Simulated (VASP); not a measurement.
Here is a VASP 6.6.1 calculation.

File INCAR:

```
ALGO     = Normal         # electronic algorithm
EDIFF    = 1E-7           # SCF threshold, eV
ENCUT    = 520            # plane-wave cutoff, eV
GGA      = PS             # functional
ISIF     = 2              # what is computed and relaxed
ISMEAR   = 0              # smearing method
LASPH    = True           # aspherical terms in the spheres
LCHARG   = False          # write CHGCAR
LREAL    = False          # projectors in reciprocal space
LWAVE    = False          # write WAVECAR
NBANDS   = 16             # bands
NELM     = 100            # most SCF steps
PREC     = Accurate       # precision mode
SIGMA    = 0.01           # smearing width, eV
```

KPOINTS

```
k-points
0
Gamma
  8 8 5
```

POSCAR

```
BN
1.0
    2.5978779112      0.0000000000      0.0000000000
   -1.2989389556      2.2498278327      0.0000000000
    0.0000000000      0.0000000000      4.3014547907
B N
2 2
Direct
    0.6666666667      0.3333333333      0.0000000000
    0.3333333333      0.6666666667      0.5000000000
    0.6666666667      0.3333333333      0.3750000000
    0.3333333333      0.6666666667      0.8750000000
```

Potentials or basis: VASP PAW PBE potentials, release 64 (B, N).

Launch:

```console
$ cat potpaw_PBE.64/B/POTCAR potpaw_PBE.64/N/POTCAR > POTCAR
$ mpirun -np 1 vasp_std > vasp.out
```

(1) Predict the band gap on the k mesh.

(2) Estimate the pressure.

Results:

(1) 5.38 eV, indirect (least direct gap 7.88 eV).

(2) -22.6 GPa.

Caveat: the PAW data sets were made with another functional, which shifts forces and pressure a little.
